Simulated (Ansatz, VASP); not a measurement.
ZrSi2 in VASP and in Ansatz

```
CELL_PARAMETERS angstrom
1.85219 -7.39444 0.00000
1.85219 7.39444 0.00000
0.00000 0.00000 3.67946
ATOMIC_POSITIONS crystal
Zr 0.89466 0.10534 0.25000
Zr 0.10534 0.89466 0.75000
Si 0.55309 0.44691 0.25000
Si 0.44691 0.55309 0.75000
Si 0.25029 0.74971 0.25000
Si 0.74971 0.25029 0.75000
```

Alike in both runs: functional PBE; k mesh 10 × 10 × 10; occupations gaussian, width 0.1 eV; no spin polarisation.

Ansatz relaxed the structure, and its values are those at the end. VASP's run is a single point on that final structure, the one shown.

|  | VASP | Ansatz |
| --- | --- | --- |
| version | VASP 6.6.1 | Ansatz 0.2.0 |
| potentials or method | VASP PAW PBE potentials, release 64 (Zr_sv, Si), cutoff 520 eV | scalar-relativistic, plane waves, PAW |
| valence electrons in the cell | 40 | 40 |

Ansatz gave:

- gap on the k mesh at the Fermi level (eV): none
- pressure (GPa): 0.0
- rms of the force components (eV/Å): 0.000

Q: What did VASP give for the same quantities?

A: gap on the k mesh at the Fermi level (eV): none; pressure (GPa): 0.0; rms of the force components (eV/Å): 0.004.

A gap of «none» marks a metal or a gap that the smearing closes.
